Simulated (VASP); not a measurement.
# TiO2 (Fm-3m) in VASP: further runs

The runs below take TiO2 through single point, with PBE, r2SCAN.

Program: VASP 6.6.1. These are calculated values, not measurements. Logs are shortened: lines on timing, memory, paths and dates and some standing lists are left out, and cuts for length are marked.

## Step 1: The cell of the first run

Symmetry: Fm-3m, No. 225, cubic system. Conventional cell: a = 4.794 Å, b = 4.794 Å, c = 4.794 Å, α = 90.00°, β = 90.00°, γ = 90.00°. Within 2.7 Å of Ti (site symmetry m-3m) lie 8 O at 2.08 Å. O (site symmetry -43m) has 4 Ti at 2.08 Å and 6 O at 2.40 Å within 2.7 Å.

## Step 2: Single point, PBE

File INCAR:

```
SYSTEM = TiO2
PREC     = Accurate       ! precision mode
ENCUT    = 520            ! plane-wave cutoff, eV
EDIFF    = 1E-6           ! SCF threshold, eV
ISMEAR   = -1             ! smearing method
SIGMA    = 0.02           ! smearing width, eV
LREAL    = .False.        ! projectors in reciprocal space
LASPH    = .True.         ! aspherical terms in the spheres
NELM     = 80             ! most SCF steps
ALGO     = Normal         ! electronic algorithm
ISIF     = 2              ! what is computed and relaxed
LWAVE    = .False.        ! write WAVECAR
LCHARG   = .False.        ! write CHGCAR
GGA      = PE             ! functional
NBANDS   = 19             ! bands
```

File KPOINTS:

```
Automatic mesh
0
Gamma
  10 10 10
  0 0 0
```

File POSCAR:

```
TiO2
1.0
    0.0000000000      2.3968272579      2.3968272579
    2.3968272579      0.0000000000      2.3968272579
    2.3968272579      2.3968272579      0.0000000000
Ti O
1 2
Direct
    0.0000000000      0.0000000000      0.0000000000
    0.2500000000      0.2500000000      0.2500000000
    0.7500000000      0.7500000000      0.7500000000
```

Potentials or basis: VASP PAW PBE potentials, release 64 (Ti_sv, O).

Launch:

```bash
$ cat potpaw_PBE.64/Ti_sv/POTCAR potpaw_PBE.64/O/POTCAR > POTCAR
$ mpirun -np 1 vasp_std > vasp.out
```

OUTCAR:

```text
SYSTEM = TiO2
   PREC = Accurate
   ENCUT = 520
   EDIFF = 1E-6
   ISMEAR = -1
   LREAL = .False.
   LASPH = .True.
   NELM = 80
   ISIF = 2
   GGA = PE

 ion  position               nearest neighbor table
   1  0.000  0.000  0.000-   3 2.08   3 2.08   3 2.08   2 2.08   3 2.08   2 2.08   2 2.08   2 2.08

   2  0.250  0.250  0.250-   1 2.08   1 2.08   1 2.08   1 2.08
   3  0.750  0.750  0.750-   1 2.08   1 2.08   1 2.08   1 2.08

  LATTYP: Found a face centered cubic cell.
 ALAT       =     4.7936545158

  Lattice vectors:

 A1 = (   0.0000000000,   2.3968272579,   2.3968272579)
 A2 = (   2.3968272579,   0.0000000000,   2.3968272579)
 A3 = (   2.3968272579,   2.3968272579,   0.0000000000)

Analysis of symmetry for initial positions (statically):
=====================================================================
 Subroutine PRICEL returns:
 Original cell was already a primitive cell.

 Routine SETGRP: Setting up the symmetry group for a
 face centered cubic supercell.

 Subroutine GETGRP returns: Found 48 space group operations
 (whereof 48 operations were pure point group operations)
 out of a pool of 48 trial point group operations.

The static configuration has the point symmetry O_h .

Analysis of symmetry for dynamics (positions and initial velocities):
=====================================================================
 Subroutine PRICEL returns:
 Original cell was already a primitive cell.

 Routine SETGRP: Setting up the symmetry group for a
 face centered cubic supercell.

 Subroutine GETGRP returns: Found 48 space group operations
 (whereof 48 operations were pure point group operations)
 out of a pool of 48 trial point group operations.

The dynamic configuration has the point symmetry O_h .

 Subroutine INISYM returns: Found 48 space group operations
 (whereof 48 operations are pure point group operations),
 and found     1 'primitive' translations

----------------------------------------------------------------------------------------

                                     Primitive cell

  volume of cell :      27.5385

  direct lattice vectors                    reciprocal lattice vectors
     0.000000000  2.396827258  2.396827258    -0.208609110  0.208609110  0.208609110
     2.396827258  0.000000000  2.396827258     0.208609110 -0.208609110  0.208609110
     2.396827258  2.396827258  0.000000000     0.208609110  0.208609110 -0.208609110

  length of vectors
     3.389625615  3.389625615  3.389625615     0.361321577  0.361321577  0.361321577

  position of ions in fractional coordinates (direct lattice)
     0.000000000  0.000000000  0.000000000
     0.250000000  0.250000000  0.250000000
     0.750000000  0.750000000  0.750000000

  ion indices of the primitive-cell ions
   primitive index   ion index
                 1           1
                 2           2
                 3           3

----------------------------------------------------------------------------------------

 KPOINTS: Automatic mesh

Automatic generation of k-mesh.
 Grid dimensions read from file:
 generate k-points for:   10   10   10

 Generating k-lattice:

  Cartesian coordinates                     Fractional coordinates (reciprocal lattice)
    -0.020860911  0.020860911  0.020860911     0.100000000  0.000000000  0.000000000
     0.020860911 -0.020860911  0.020860911     0.000000000  0.100000000  0.000000000
     0.020860911  0.020860911 -0.020860911     0.000000000  0.000000000  0.100000000

  Length of vectors
     0.036132158  0.036132158  0.036132158

  Shift w.r.t. Gamma in fractional coordinates (k-lattice)
     0.000000000  0.000000000  0.000000000

 Subroutine IBZKPT returns following result:
 ===========================================

 Found     47 irreducible k-points:

 Following reciprocal coordinates:
            Coordinates               Weight
  0.000000  0.000000  0.000000      1.000000
  0.100000  0.000000  0.000000      8.000000
  0.200000  0.000000  0.000000      8.000000
  0.300000  0.000000  0.000000      8.000000
  0.400000  0.000000  0.000000      8.000000
  0.500000  0.000000  0.000000      4.000000
[... 16 lines left out ...]
  0.300000  0.300000  0.000000      6.000000
  0.400000  0.300000  0.000000     24.000000
 [... further k-points ...]
   k-points           NKPTS =     47   k-points in BZ     NKDIM =     47   number of bands    NBANDS=     19
   number of dos      NEDOS =    301   number of ions     NIONS =      3
   total plane-waves  NPLWV =  21952
   dimension x,y,z NGX =    28 NGY =   28 NGZ =   28
   dimension x,y,z NGXF=    56 NGYF=   56 NGZF=   56
   ions per type =               1   2
   NGX,Y,Z   is equivalent  to a cutoff of  13.73, 13.73, 13.73 a.u.
   NGXF,Y,Z  is equivalent  to a cutoff of  27.47, 27.47, 27.47 a.u.
 SYSTEM =  TiO2
   PREC   = accura    normal or accurate (medium, high low for compatibility)
   ISTART =      0    job   : 0-new  1-cont  2-samecut
   ICHARG =      2    charge: 1-file 2-atom 10-const
   ISPIN  =      1    spin polarized calculation?
   LNONCOLLINEAR =      F non collinear calculations
   LSORBIT =      F    spin-orbit coupling
   LASPH  =      T    aspherical Exc in radial PAW
   ENCUT  =  520.0 eV  38.22 Ry    6.18 a.u.   6.30  6.30  6.30*2*pi/ulx,y,z
   NELM   =     80;   NELMIN=  2; NELMDL= -5     # of ELM steps
   EDIFF  = 0.1E-05   stopping-criterion for ELM
   LREAL  =      F    real-space projection
   EDIFFG = 0.1E-04   stopping-criterion for IOM
   NSW    =      0    number of steps for IOM
   IBRION =     -1    ionic relax: 0-MD 1-quasi-New 2-CG
   NFREE  =      0    steps in history (QN), initial steepest desc. (CG)
   ISIF   =      2    stress and relaxation
   ISYM   =      2    0-nonsym 1-usesym 2-fastsym
   POTIM  = 0.5000    time-step for ionic-motion
   TEBEG  =    0.0;   TEEND  =   0.0 temperature during run
   PSTRESS=    0.0 pullay stress
   NELECT =      24.0000    total number of electrons
   NUPDOWN=      -1.0000    fix difference up-down
   EMIN   =  10.00;   EMAX   =-10.00  energy-range for DOS
   EFERMI =   0.00;   METHOD = LEGACY
   ISMEAR =    -1;   SIGMA  =   0.02  broadening in eV -4-tet -1-fermi 0-gaus
   EFERMI_NEDOS =   21; number of points for ismear=-14 and -15
   IALGO  =     38    algorithm
   IMIX   =      4    mixing-type and parameters
     AMIX     =   0.40;   BMIX     =  1.00
     AMIX_MAG =   1.60;   BMIX_MAG =  1.00
  volume/ion in A,a.u.               =       9.18        61.95
  Fermi-wavevector in a.u.,A,eV,Ry     =   1.563742  2.955044 33.270189  2.445290
  Thomas-Fermi vector in A             =   2.666469
   LORBIT       =      0    0 simple, 1 ext, 2 COOP (PROOUT), +10 PAW based schemes
   GGA     = PE    functional components
   LHFCALC =     F    Hartree Fock is set to
   AEXX    =    0.0000 exact exchange contribution
   IVDW    =     0    specifies the selected vdW correction
   LEPSILON=     F    determine dielectric tensor
   LRPA    =     F    only Hartree local field effects (RPA)
 non-spin polarized calculation
  energy-cutoff  :      520.00
  volume of cell :       27.54
 maximum number of plane-waves:       754
 NGX is ok and might be reduce to    28
   NGX = 13   NGY = 13   NGZ = 13

 number of electron      23.9999996 magnetization

 Free energy of the ion-electron system (eV)
  ---------------------------------------------------
  ext. energy  EPLUGINS =         0.00000000
  ---------------------------------------------------
  free energy    TOTEN  =       -26.01716174 eV

  energy without entropy =      -26.01716174  energy(sigma->0) =      -26.01716174

 E-fermi :   7.9635     XC(G=0): -12.2434

 val. band max:        7.3967571129   @ k =   0.5000   0.5000   0.0000
 cond. band min:       8.5235454078   @ k =   0.0000   0.0000   0.0000
 fundamental gap:      1.1267882949
 Fermi energy:         7.9635214740

 k-point     1 :       0.0000    0.0000    0.0000
  band No.  band energies     occupation
      1     -50.3620      2.00000
      2     -26.4484      2.00000
      3     -26.4484      2.00000
      4     -26.4484      2.00000
      5     -12.3272      2.00000
      6      -8.4942      2.00000
[... 11 lines left out ...]
     18      15.0819      0.00000
     19      21.6305      0.00000

 k-point     2 :       0.1000    0.0000    0.0000
  band No.  band energies     occupation
      1     -50.3598      2.00000
      2     -26.4737      2.00000
      3     -26.4514      2.00000
      4     -26.4514      2.00000
      5     -12.2071      2.00000
      6      -8.6381      2.00000
[... 11 lines left out ...]
     18      15.4359      0.00000
     19      21.5481      0.00000

 k-point     3 :       0.2000    0.0000    0.0000
  band No.  band energies     occupation
      1     -50.3539      2.00000
      2     -26.5390      2.00000
      3     -26.4592      2.00000
      4     -26.4592      2.00000
      5     -11.8771      2.00000
      6      -8.9969      2.00000
[... 11 lines left out ...]
     18      16.3419      0.00000
     19      21.3959      0.00000

 k-point     4 :       0.3000    0.0000    0.0000
  band No.  band energies     occupation
      1     -50.3467      2.00000
      2     -26.6179      2.00000
      3     -26.4687      2.00000
      4     -26.4687      2.00000
      5     -11.4254      2.00000
      6      -9.4290      2.00000
[... 11 lines left out ...]
     18      17.2315      0.00000
     19      21.4349      0.00000

 k-point     5 :       0.4000    0.0000    0.0000
  band No.  band energies     occupation
      1     -50.3409      2.00000
      2     -26.6805      2.00000
      3     -26.4764      2.00000
      4     -26.4764      2.00000
      5     -10.9789      2.00000
      6      -9.8183      2.00000
[... 11 lines left out ...]
     18      17.5914      0.00000
     19      21.8487      0.00000

 k-point     6 :       0.5000    0.0000    0.0000
  band No.  band energies     occupation
      1     -50.3386      2.00000
      2     -26.7041      2.00000
      3     -26.4793      2.00000
      4     -26.4793      2.00000
      5     -10.7458      2.00000
      6     -10.0207      2.00000
[... 11 lines left out ...]
     18      17.6167      0.00000
     19      22.1394      0.00000

 k-point     7 :       0.1000    0.1000    0.0000
  band No.  band energies     occupation
      1     -50.3591      2.00000
      2     -26.4754      2.00000
      3     -26.4557      2.00000
      4     -26.4557      2.00000
      5     -12.1665      2.00000
      6      -8.6829      2.00000
[... 11 lines left out ...]
     18      15.5041      0.00000
     19      21.3955      0.00000

 k-point     8 :       0.2000    0.1000    0.0000
  band No.  band energies     occupation
      1     -50.3544      2.00000
      2     -26.5239      2.00000
      3     -26.4646      2.00000
      4     -26.4626      2.00000
      5     -11.9057      2.00000
      6      -8.9608      2.00000
[... 256 lines left out ...]
 k-point    20 :      -0.4000    0.2000    0.0000
  band No.  band energies     occupation
      1     -50.3355      2.00000
      2     -26.6697      2.00000
      3     -26.5465      2.00000
      4     -26.4896      2.00000
      5     -10.5491      2.00000
      6     -10.0784      2.00000
[... 11 lines left out ...]
     18      18.2852      0.00000
     19      22.4888      0.00000

 k-point    21 :      -0.3000    0.2000    0.0000
  band No.  band energies     occupation
      1     -50.3386      2.00000
      2     -26.6428      2.00000
      3     -26.5418      2.00000
      4     -26.4794      2.00000
      5     -10.8610      2.00000
      6      -9.8412      2.00000
[... 11 lines left out ...]
     18      18.1097      0.00000
     19      22.1598      0.00000

 k-point    22 :      -0.2000    0.2000    0.0000
  band No.  band energies     occupation
      1     -50.3442      2.00000
      2     -26.6062      2.00000
      3     -26.5151      2.00000
      4     -26.4683      2.00000
      5     -11.2711      2.00000
      6      -9.5296      2.00000
[... 11 lines left out ...]
     18      17.5667      0.00000
     19      21.7153      0.00000

 k-point    23 :       0.3000    0.3000    0.0000
  band No.  band energies     occupation
      1     -50.3416      2.00000
      2     -26.6269      2.00000
      3     -26.4983      2.00000
      4     -26.4983      2.00000
      5     -11.1209      2.00000
      6      -9.5967      2.00000
[... 11 lines left out ...]
     18      17.3132      0.00000
     19      21.3940      0.00000

 k-point    24 :       0.4000    0.3000    0.0000
  band No.  band energies     occupation
      1     -50.3370      2.00000
      2     -26.6615      2.00000
      3     -26.5165      2.00000
      4     -26.5071      2.00000
      5     -10.7935      2.00000
      6      -9.8176      2.00000
[... 11 lines left out ...]
     18      17.9851      0.00000
     19      21.6483      0.00000

 [... further k-points ...]
[... 5 lines left out ...]
  --------------------------------------------------------------------------------------
  -------------------------------------------------------------------------------------
  Total        1.1621314      1.1621314      1.1621314     -0.0000000      0.0000000     -0.0000000
  in kB       67.6122853     67.6122853     67.6122853     -0.0000000      0.0000000     -0.0000000
  external PRESSURE =      67.6122853 kB  Pullay stress =       0.0000000 kB

 VOLUME and BASIS-vectors are now :
 -----------------------------------------------------------------------------
  energy-cutoff  :      520.00
  volume of cell :       27.54
      direct lattice vectors                 reciprocal lattice vectors
     0.000000000  2.396827258  2.396827258    -0.208609110  0.208609110  0.208609110
     2.396827258  0.000000000  2.396827258     0.208609110 -0.208609110  0.208609110
     2.396827258  2.396827258  0.000000000     0.208609110  0.208609110 -0.208609110

 POSITION                                       TOTAL-FORCE (eV/Angst)
 -----------------------------------------------------------------------------------
      0.00000      0.00000      0.00000         0.000000      0.000000     -0.000000
      1.19841      1.19841      1.19841         0.000000      0.000000      0.000000
      3.59524      3.59524      3.59524        -0.000000     -0.000000     -0.000000
 -----------------------------------------------------------------------------------
    total drift:                                0.000000     -0.000000      0.000000

  FREE ENERGIE OF THE ION-ELECTRON SYSTEM (eV)
  ---------------------------------------------------
  free  energy   TOTEN  =       -26.0171617360 eV

  energy  without entropy=      -26.0171617360  energy(sigma->0) =      -26.01716174
```

Wall time 32 s (1 thread of Intel Xeon Platinum 8259CL at 2.50GHz (Skylake/Cascade Lake), shared host); peak memory 0.17 GiB.

Results:

* Free energy: -26.0172 eV
* Pressure: 6.8 GPa
* Band gap on the k mesh: 1.13 eV, indirect (least direct gap 1.84 eV)

## Step 3: Single point, PBE (strain +1.0%)

File INCAR:

```
ALGO = Normal
EDIFF = 1E-6
ENCUT = 520
GGA = PE
ISIF = 2
ISMEAR = -1
LASPH = True
LCHARG = False
LREAL = False
LWAVE = False
NBANDS = 19
NELM = 60
PREC = Accurate
SIGMA = 0.02
```

File KPOINTS:

```
k-points
0
Gamma
  10 10 10
```

File POSCAR:

```
TiO2
1.0
    0.0000000000      2.4207955305      2.4207955305
    2.4207955305      0.0000000000      2.4207955305
    2.4207955305      2.4207955305      0.0000000000
Ti O
1 2
Direct
    0.0000000000      0.0000000000      0.0000000000
    0.2500000000      0.2500000000      0.2500000000
    0.7500000000      0.7500000000      0.7500000000
```

Potentials or basis: VASP PAW PBE potentials, release 64 (Ti_sv, O).

Launch:

```bash
$ cat potpaw_PBE.64/Ti_sv/POTCAR potpaw_PBE.64/O/POTCAR > POTCAR
$ mpirun -np 1 vasp_std > vasp.out
```

It took 34 s on 1 thread of Intel Xeon Platinum 8259CL at 2.50GHz (Skylake/Cascade Lake), shared host; peak memory 0.17 GiB.

It converged, with:

```
Free energy            : -26.0332 eV
Pressure               : -1.0 GPa
Band gap on the k mesh : 1.10 eV, indirect (least direct gap 1.77 eV)
```

Levels at points of the mesh, in eV from the valence-band top:
```
           k point  band 8  band 9  band 10  band 11  band 12  band 13  band 14  band 15  band 16  band 17
(0.00, 0.00, 0.00)   -5.82   -5.82    -0.85    -0.85    -0.85     1.10     1.10     5.16     5.16     5.16
(0.50, 0.00, 0.00)   -4.76   -3.29    -3.22    -2.47    -2.47     1.43     1.43     2.71     4.77     4.77
(0.50, 0.50, 0.00)   -4.50   -4.50    -2.04    -2.04     0.00     1.77     1.78     2.73     4.01     4.01
```

Caveat: the cell differs from its parent crystal (strain +1.0%). A k mesh can miss the band edges.

## Step 4: Single point, r2SCAN

File POSCAR:

```
TiO2
1.0
    0.0000000000      2.3968272579      2.3968272579
    2.3968272579      0.0000000000      2.3968272579
    2.3968272579      2.3968272579      0.0000000000
Ti O
1 2
Direct
    0.0000000000      0.0000000000      0.0000000000
    0.2500000000      0.2500000000      0.2500000000
    0.7500000000      0.7500000000      0.7500000000
```

File INCAR.step1:

```
PREC = Accurate
ENCUT = 520
ISMEAR = 0
SIGMA = 0.01
LREAL = False
LASPH = True
NELM = 100
NBANDS = 19
GGA = PE
ALGO = Normal
EDIFF = 1E-4
LWAVE = True
LCHARG = False
```

File INCAR.step2:

```
PREC = Accurate
ENCUT = 520
EDIFF = 1E-7
ISMEAR = 0
SIGMA = 0.01
LREAL = False
LASPH = True
NELM = 100
ALGO = Normal
ISIF = 2
LWAVE = False
LCHARG = True
METAGGA = R2SCAN
LMIXTAU = True
LELF = True
LVHAR = True
NBANDS = 19
ISTART = 1
```

File KPOINTS:

```
Automatic mesh
0
Gamma
  10 10 10
```

Launch:

```bash
$ cat potpaw_PBE.64/Ti_sv/POTCAR potpaw_PBE.64/O/POTCAR > POTCAR
$ cp INCAR.step1 INCAR
$ mpirun -np 1 vasp_std > vasp.out
$ cp INCAR.step2 INCAR
$ mpirun -np 1 vasp_std > vasp.out
```

Wall time 2.1 min (1 thread of Intel Xeon Platinum 8259CL at 2.50GHz (Skylake/Cascade Lake), shared host); peak memory 0.18 GiB.

It converged, with:

```yaml
Free_energy: -34.1007 eV
Pressure: 1.5 GPa
Band_gap_on_the_k_mesh: 1.55 eV, indirect (least direct gap 2.24 eV)
```

Levels at points of the mesh, in eV from the valence-band top:
```tsv
k point	band 9	band 10	band 11	band 12	band 13	band 14	band 15	band 16
(0.00, 0.00, 0.00)	-6.19	-0.91	-0.91	-0.91	1.55	1.55	5.72	5.72
(0.50, 0.00, 0.00)	-3.49	-3.35	-2.62	-2.62	1.86	1.86	3.16	5.32
(0.50, 0.50, 0.00)	-4.77	-2.15	-2.15	0.00	2.24	2.25	3.19	4.48
```

Caveat: the PAW data sets were made with another functional, which shifts forces and pressure a little. A k mesh can miss the band edges.

## Step 5: Summary

```csv
level,cell,smearing,gap on the mesh (eV),pressure (GPa)
PBE,"a = 3.390 Å, angles 60.0°, 3 atoms",fermi-dirac 0.02 eV,1.13,6.8
PBE,"a = 3.424 Å, angles 60.0°, 3 atoms",fermi-dirac 0.02 eV,1.10,-1.0
r2SCAN,"a = 3.390 Å, angles 60.0°, 3 atoms",gaussian 0.01 eV,1.55,1.5
```

Alike in all rows: task single point; potentials or basis VASP PAW PBE potentials, release 64 (Ti_sv, O); no spin polarisation; k mesh 10 × 10 × 10; cutoff (eV) 520.

Caveats: the PAW data sets were made with another functional, which shifts forces and pressure a little (some runs).

Total energies depend on the potentials used, so only differences within one code and one set of settings carry meaning.
